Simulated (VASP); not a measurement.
Input of a VASP 6.6.1 run:

The input INCAR:

```
SYSTEM = Cl
  ALGO = Normal
  EDIFF = 1E-6
  ENCUT = 500
  GGA = CA
  GGA_COMPAT = .False.
  ISIF = 2
  ISMEAR = -1
  LASPH = .True.
  LCHARG = .False.
  LREAL = .False.
  LWAVE = .False.
  NBANDS = 14
  NELM = 120
  PREC = Accurate
  SIGMA = 0.1
```

File KPOINTS:

```
k-points
0
Gamma
  12 12 12
  0 0 0
```

File POSCAR:

```
Cl
1.0
    0.0000000000      2.7600641798      2.7600641798
    2.7600641798      0.0000000000      2.7600641798
    2.7600641798      2.7600641798      0.0000000000
Cl
2
Direct
   -0.1250000000     -0.1250000000     -0.1250000000
    0.1250000000      0.1250000000      0.1250000000
```

Potentials or basis: VASP PAW LDA potentials, release 64 (Cl).

Command:

```console
$ cat potpaw_LDA.64/Cl/POTCAR > POTCAR
$ mpirun -np 1 vasp_std > vasp.out
```

Problem. Predict the pressure.

Solution. 19.0 GPa.

Problem. Predict the band gap on the k mesh.

Solution. Zero (bands 7 and 8 overlap by 2.91 eV).

Caveat: the cell stands under pressure.
